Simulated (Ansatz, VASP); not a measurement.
**InSe2: VASP beside Ansatz**

```
In Se
1.0
     6.39162    0.00000    0.00000
     0.00000    6.39162    0.00000
     0.00000    0.00000    4.10110
In Se
2 4
Direct
  0.00000 0.00000 0.00000
  0.50000 0.50000 0.50000
  0.30453 0.30453 0.00000
  0.19547 0.80453 0.50000
  0.69547 0.69547 0.00000
  0.80453 0.19547 0.50000
```

Alike in both runs: functional r2SCAN; k mesh 4 × 4 × 4; occupations gaussian, width 0.1 eV; no spin polarisation.

Ansatz relaxed the structure, and its values are those at the end. VASP's run is a single point on that final structure, the one shown.

|  | VASP | Ansatz |
| --- | --- | --- |
| version | VASP 6.6.1 | Ansatz 0.2.0 |
| potentials or method | VASP PAW PBE potentials, release 64 (In_d, Se), cutoff 520 eV | scalar-relativistic, plane waves, PAW |
| valence electrons in the cell | 50 | 90 |

|  | VASP | Ansatz | Ansatz less VASP |
| --- | --- | --- | --- |
| gap on the k mesh at the Fermi level (eV) | none | none | - |
| pressure (GPa) | -0.1 | -0.1 | -0.04 |
| rms of the force components (eV/Å) | 0.007 | 0.007 | +0.0006 |

VASP's potentials were made for PBE, not for r2SCAN. A gap of «none» marks a metal or a gap that the smearing closes. The functional is the same, so the differences come from potentials, cutoffs and numerics. VASP's potentials hold 50 valence electrons a cell and Ansatz's 90, so a difference there can come from the potentials and not from the codes.

The k mesh is coarse, so the values compare programs but aren't converged.
